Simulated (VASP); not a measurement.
# Sr2TlO3 (P6_3/mmc) in VASP: notebook, part 2 of 2

VASP 6.6.1.

## 4. Relaxation of cell and atoms, PBE

This run uses another cell than the first one, of 19.17 Å³/atom.

Contents of INCAR:

```
SYSTEM = Sr2TlO3
ALGO = Normal
EDIFF = 1E-7
EDIFFG = -0.04
ENCUT = 600
GGA = PE
GGA_COMPAT = .False.
IBRION = 2
ISIF = 3
ISMEAR = 0
LASPH = .True.
LCHARG = .False.
LREAL = .False.
LWAVE = .False.
NELM = 120
NELMIN = 4
NSW = 90
PREC = Accurate
SIGMA = 0.1
```

Contents of KPOINTS:

```
k-points
0
Gamma
  6 6 1
  0 0 0
```

Contents of POSCAR:

```
Sr2TlO3
1.0
    3.5847139770      0.0000000000      0.0000000000
   -1.7923569885      3.1044533694      0.0000000000
    0.0000000000      0.0000000000     20.6675691836
Sr Tl O
4 2 6
Direct
    0.3333333333      0.6666666667      0.9280000000
    0.6666666667      0.3333333333      0.4280000000
    0.6666666667      0.3333333333      0.0720000000
    0.3333333333      0.6666666667      0.5720000000
    0.0000000000      0.0000000000      0.2500000000
    0.0000000000      0.0000000000      0.7500000000
    0.0000000000      0.0000000000      0.5000000000
    0.0000000000      0.0000000000      0.0000000000
    0.3333333333      0.6666666667      0.3650000000
    0.6666666667      0.3333333333      0.8650000000
    0.6666666667      0.3333333333      0.6350000000
    0.3333333333      0.6666666667      0.1350000000
```

On the command line:

```
> cat potpaw_PBE.64/Sr_sv/POTCAR potpaw_PBE.64/Tl_d/POTCAR potpaw_PBE.64/O/POTCAR > POTCAR
> mpirun -np 1 vasp_std > vasp.out
```

Wall time 41 min (1 thread of Intel Xeon Platinum 8259CL at 2.50GHz (Skylake/Cascade Lake), shared host); peak memory 0.48 GiB.

It converged, with:

```yaml
Free_energy: -64.1203 eV
Relaxed_volume: 17.39 Å³/atom
Relaxed_cell: a = 3.675 Å, b = 3.675 Å, c = 17.843 Å, α = 90.00°, β = 90.00°, γ = 120.00°
Space_group_after_relaxing_to_0.1_Å: P6_3/mmc (No. 194)
Energy_gained_by_relaxing: 238.6 meV/atom
Ionic_steps: 17
Pressure_after_relaxing: -0.1 GPa
Largest_force_after_relaxing: 0.003 eV/Å
Band_gap_on_the_k_mesh: zero (bands 51 and 52 overlap by 0.76 eV)
```

Forces on the atoms (eV/Å):
```
Sr   0.000  0.000 -0.003
Sr   0.000  0.000 -0.003
Sr   0.000  0.000  0.003
Sr   0.000  0.000  0.003
Tl   0.000  0.000  0.000
Tl   0.000  0.000  0.000
O    0.000  0.000  0.000
O    0.000  0.000  0.000
O    0.000  0.000 -0.001
O    0.000  0.000 -0.001
O    0.000  0.000  0.001
O    0.000  0.000  0.001
```

Stress tensor (GPa, compression positive):
```
-0.13  0.00  0.00
 0.00 -0.13  0.00
 0.00  0.00  0.01
```

Step by step:
```
step  energy change (eV)  largest force (eV/Å)  pressure (GPa)  volume (Å³)
   1              0.0000                0.9086            2.52       230.00
   2             -0.6582                0.6436           -1.12       239.95
   3             -0.8971                0.4262           -4.69       252.55
   4             -1.3278                0.7000           -3.93       242.57
   5             -1.5134                0.8643           -2.86       233.19
   6             -1.8551                1.0686           -0.36       221.27
   7             -2.0053                1.3087            3.66       207.47
   8             -2.2088                1.1575            3.44       206.13
   9             -2.5426                0.9235            3.52       202.08
  10             -2.7288                0.6413            0.69       208.09
  11             -2.7779                0.4264           -1.38       213.29
  12             -2.8239                0.2077           -0.87       211.57
  13             -2.8500                0.2138            0.01       208.91
  14             -2.8585                0.1262            0.10       208.48
  15             -2.8620                0.0157            0.22       207.96
  16             -2.8620                0.0209            0.21       207.98
  17             -2.8626                0.0031           -0.08       208.72
```

Final structure:
```xyz
12
Lattice="3.6752 0.0000 0.0000 -1.8376 3.1828 0.0000 0.0000 0.0000 17.8435" Properties=species:S:1:pos:R:3 pbc="T T T"
Sr    0.0000    2.1219   16.3366
Sr    1.8376    1.0609    7.4149
Sr    1.8376    1.0609    1.5069
Sr    0.0000    2.1219   10.4286
Tl    3.6752    0.0000    4.4609
Tl   -1.8376    3.1828   13.3826
O     0.0000    0.0000    8.9217
O     0.0000    0.0000    0.0000
O     0.0000    2.1219    6.0070
O     1.8376    1.0609   14.9287
O     1.8376    1.0609   11.8365
O     0.0000    2.1219    2.9147
```

Levels at points of the mesh, in eV from the Fermi level:
```
           k point  band 50  band 51  band 52  band 53  band 54  band 55
(0.00, 0.00, 0.00)    -1.32    -1.12    -0.48     2.30     3.04     4.40
(0.50, 0.00, 0.00)    -1.34     0.11     0.23     2.61     2.82     3.02
```

Caveat: spin-orbit coupling is left out, which moves the levels of the heavy elements.

## 5. Single point, PBE

Contents of INCAR:

```
SYSTEM = Sr2TlO3
PREC = Accurate
ENCUT = 600
EDIFF = 1E-6
ISMEAR = 0
SIGMA = 0.1
LREAL = .FALSE.
LASPH = .TRUE.
NELM = 120
ALGO = Normal
ISIF = 2
LWAVE = .FALSE.
LCHARG = .FALSE.
GGA = PE
NBANDS = 63
GGA_COMPAT = .FALSE.
```

Contents of KPOINTS:

```
regular mesh
0
G
  12 12 2
  0 0 0
```

Contents of POSCAR:

```
Sr2TlO3
1.0
    3.6684938017      0.0000000000      0.0000000000
   -1.8342469008      3.1770088259      0.0000000000
    0.0000000000      0.0000000000     17.8344162817
Sr Tl O
4 2 6
Direct
    0.3333333333      0.6666666667      0.9156371783
    0.6666666667      0.3333333333      0.4156371783
    0.6666666667      0.3333333333      0.0843628217
    0.3333333333      0.6666666667      0.5843628217
    0.0000000000      0.0000000000      0.2500000000
    0.0000000000      0.0000000000      0.7500000000
    0.0000000000      0.0000000000      0.5000000000
    0.0000000000      0.0000000000      0.0000000000
    0.3333333333      0.6666666667      0.3369883984
    0.6666666667      0.3333333333      0.8369883984
    0.6666666667      0.3333333333      0.6630116016
    0.3333333333      0.6666666667      0.1630116016
```

On the command line:

```
> cat potpaw_PBE.64/Sr_sv/POTCAR potpaw_PBE.64/Tl_d/POTCAR potpaw_PBE.64/O/POTCAR > POTCAR
> mpirun -np 1 vasp_std > vasp.out
```

Wall time 13 min (1 thread of Intel Xeon Platinum 8259CL at 2.50GHz (Skylake/Cascade Lake), shared host); peak memory 0.68 GiB.

Results (log left out):

* Free energy: -64.0883 eV
* Pressure: 0.3 GPa
* Largest force: 0.033 eV/Å
* Band gap on the k mesh: zero (bands 51 and 52 overlap by 1.02 eV)

Forces in eV/Å, atoms in the order of the input:
```
Sr   0.000  0.000  0.002
Sr   0.000  0.000  0.002
Sr   0.000  0.000 -0.002
Sr   0.000  0.000 -0.002
Tl   0.000  0.000  0.000
Tl   0.000  0.000  0.000
O    0.000  0.000  0.000
O    0.000  0.000  0.000
O    0.000  0.000 -0.033
O    0.000  0.000 -0.033
O    0.000  0.000  0.033
O    0.000  0.000  0.033
```

Levels at points of the mesh, in eV from the Fermi level:
| k point | band 48 | band 49 | band 50 | band 51 | band 52 | band 53 | band 54 | band 55 |
| --- | --- | --- | --- | --- | --- | --- | --- | --- |
| (0.00, 0.00, 0.00) | -1.38 | -1.33 | -1.33 | -1.12 | -0.48 | 2.31 | 3.05 | 4.44 |
| (0.50, 0.00, 0.00) | -1.54 | -1.40 | -1.36 | 0.10 | 0.22 | 2.60 | 2.80 | 3.02 |
| (0.00, 0.00, 0.50) | -1.35 | -1.35 | -1.35 | -0.73 | -0.73 | 2.63 | 2.63 | 4.91 |
| (0.50, 0.00, 0.50) | -1.48 | -1.46 | -1.46 | 0.16 | 0.16 | 2.67 | 2.67 | 3.25 |

Caveat: spin-orbit coupling is left out, which moves the levels of the heavy elements.

## 6. Summary

| task | cell | k mesh | gap on the mesh (eV) | pressure (GPa) | largest force (eV/Å) |
| --- | --- | --- | --- | --- | --- |
| single point | a = 3.666, b = 3.666, c = 17.866 Å, angles 90.0, 90.0, 120.0°, 12 atoms, atomic positions A | 6 × 6 × 1 | none | 0.2 | 0.06 |
| single point | a = 3.585, b = 3.585, c = 20.668 Å, angles 90.0, 90.0, 120.0°, 12 atoms, atomic positions B | 6 × 6 × 1 | none | 2.5 | 0.91 |
| relaxation of cell and atoms | relaxed from a = 3.585, b = 3.585, c = 20.668 Å, angles 90.0, 90.0, 120.0°, 12 atoms, atomic positions B | 6 × 6 × 1 | none | -0.1 | - |
| single point | a = 3.668, b = 3.668, c = 17.834 Å, angles 90.0, 90.0, 120.0°, 12 atoms, atomic positions C | 12 × 12 × 2 | none | 0.3 | 0.03 |

Alike in all rows: level PBE; potentials or basis VASP PAW PBE potentials, release 64 (Sr_sv, Tl_d, O); no spin polarisation; cutoff (eV) 600; smearing gaussian 0.1 eV.

Caveats: spin-orbit coupling is left out, which moves the levels of the heavy elements; the stress differs along the axes, from -4 to 6 GPa (at least some runs).

Total energies depend on the potentials used, so only differences within one code and one set of settings carry meaning.
